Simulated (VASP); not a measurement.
## ZnS: single point with r2SCAN

Crystal: ZnS.

```
Zn S
1.0
     0.00000    2.78579    2.66408
     2.78579    0.00000    2.66408
     2.78579    2.78579    0.00000
Zn S
1 1
Direct
  0.00000 0.00000 0.00000
  0.75000 0.75000 0.75000
```

This cell differs from its parent crystal: strain +0.030 along x and y, -0.015 along z.

| Quantity | Value |
| --- | --- |
| Program | VASP 6.6.1 |
| Task | single point |
| Functional | r2SCAN |
| Potentials or basis | VASP PAW PBE potentials, release 64 (Zn, S) |
| Cutoff | 520 eV |
| k mesh | 8 × 8 × 8 |
| Occupations | gaussian, width 0.05 eV |
| Spin | no spin polarisation |
| Dipole correction | no |
| Further INCAR settings | ALGO = Normal; EDIFF = 1e-06; NBANDS = 16 |

| Property | Result |
| --- | --- |
| Pressure | -3.9 GPa |
| Band gap on the k mesh | 2.36 eV, direct |

Stress tensor (GPa, compression positive):
```
-4.47  0.00  0.00
 0.00 -4.47  0.00
 0.00  0.00 -2.62
```

Levels at points of the mesh, in eV from the valence-band top:
```tsv
k point	band 7	band 8	band 9	band 10	band 11	band 12
(0.00, 0.00, 0.00)	-0.14	-0.14	0.00	2.36	6.85	6.86
(0.50, 0.00, 0.00)	-5.16	-1.03	-0.80	3.60	7.14	7.56
(0.50, 0.50, 0.00)	-4.34	-2.35	-2.35	3.60	4.09	11.64
(0.50, 0.00, 0.50)	-4.60	-2.16	-2.07	3.81	4.54	11.12
```

Run time: 3.7 min on 1 thread of AMD EPYC 7R43 64-Core Processor (Zen 3), with other jobs on the host, peak memory 0.16 GiB.

Caveat: the cell differs from its parent crystal (strain +0.030 along x and y, -0.015 along z); the PAW data sets were made with another functional, which shifts forces and pressure a little.
